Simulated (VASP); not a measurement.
Wanted: the native input for a VASP 6.6.1 run.

| Property | Result |
| --- | --- |
| Task | single point |
| Functional | PBE |
| Potentials or basis | VASP PAW PBE potentials, release 64 (Mo_sv, Au) |
| Cutoff | 520 eV |
| k mesh | 6 × 6 × 6 |
| Occupations | gaussian, width 0.1 eV |
| Spin | no spin polarisation |
| Dipole correction | no |
| Further INCAR settings | ALGO = Normal; EDIFF = 1e-06; NBANDS = 49 |

The structure of MoAu6 lies in POSCAR:

```
MoAu6
1.0
    6.4506523152      0.0000000000      0.0000000000
    0.0000000000      6.4506523152      0.0000000000
    0.0000000000      0.0000000000      6.4506523152
Mo Au
1 6
Direct
    0.0000000000      0.0000000000      0.0000000000
    0.8025394995      0.5000000000      0.5000000000
    0.1974605005      0.5000000000      0.5000000000
    0.5000000000      0.5000000000      0.8025394995
    0.5000000000      0.5000000000      0.1974605005
    0.5000000000      0.1974605005      0.5000000000
    0.5000000000      0.8025394995      0.5000000000
```

These files were run (other wordings do the same):

INCAR

```
SYSTEM = MoAu6
  ALGO = Normal
  EDIFF = 1E-6
  ENCUT = 520
  GGA = PE
  ISIF = 2
  ISMEAR = 0
  LASPH = .TRUE.
  LCHARG = .TRUE.
  LELF = .TRUE.
  LREAL = .FALSE.
  LVHAR = .TRUE.
  LWAVE = .FALSE.
  NBANDS = 49
  NELM = 100
  PREC = Accurate
  SIGMA = 0.1
```

KPOINTS

```
k-points
0
G
  6 6 6
  0 0 0
```

Potentials or basis: VASP PAW PBE potentials, release 64 (Mo_sv, Au).

Command:

```bash
$ cat potpaw_PBE.64/Mo_sv/POTCAR potpaw_PBE.64/Au/POTCAR > POTCAR
$ mpirun -np 1 vasp_std > vasp.out
```

Results of the run:

The pressure is -0.1 GPa and the band gap on the k mesh is zero (band 40 reaches 1.53 eV, above the bottom of band 41 at 1.47 eV).

Caveat: spin-orbit coupling is left out, which moves the levels of the heavy elements.

It took 3.6 min on 1 thread of Intel(R) Xeon(R) 6975P-C (Granite Rapids) (shared host), peak memory 0.46 GiB.
